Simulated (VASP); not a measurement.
A run of VASP 6.6.1 is set up as follows.

The input INCAR:

```
ALGO = Fast
EDIFF = 1E-6
ENCUT = 520
GGA = PE
ISIF = 2
ISMEAR = 0
LASPH = T
LCHARG = T
LELF = T
LREAL = F
LVHAR = T
LWAVE = F
NBANDS = 18
NELM = 80
PREC = Accurate
SIGMA = 0.15
```

KPOINTS

```
k-points
0
Gamma
  12 12 12
```

Contents of POSCAR:

```
ScAl3
1.0
    4.2490171677      0.0000000000      0.0000000000
    0.0000000000      3.9616440259      0.0000000000
    0.0000000000      0.0000000000      4.1053305968
Sc Al
1 3
Direct
    0.0000000000      0.0000000000      0.0000000000
    0.5000000000      0.0000000000      0.5000000000
    0.0000000000      0.5000000000      0.5000000000
    0.5000000000      0.5000000000      0.0000000000
```

Potentials or basis: VASP PAW PBE potentials, release 64 (Sc_sv, Al).

Command:

```sh
$ cat potpaw_PBE.64/Sc_sv/POTCAR potpaw_PBE.64/Al/POTCAR > POTCAR
$ mpirun -np 1 vasp_std > vasp.out
```

(1) Predict the band gap on the k mesh.

(2) Predict the pressure.

## Answers

(1) zero (band 10 reaches 8.06 eV, above the bottom of band 11 at 4.38 eV).

(2) 0.4 GPa.

Caveat: the cell differs from its parent crystal (strain +0.0350 x Voigt [1, -1, 0, 0, 0, 0]).
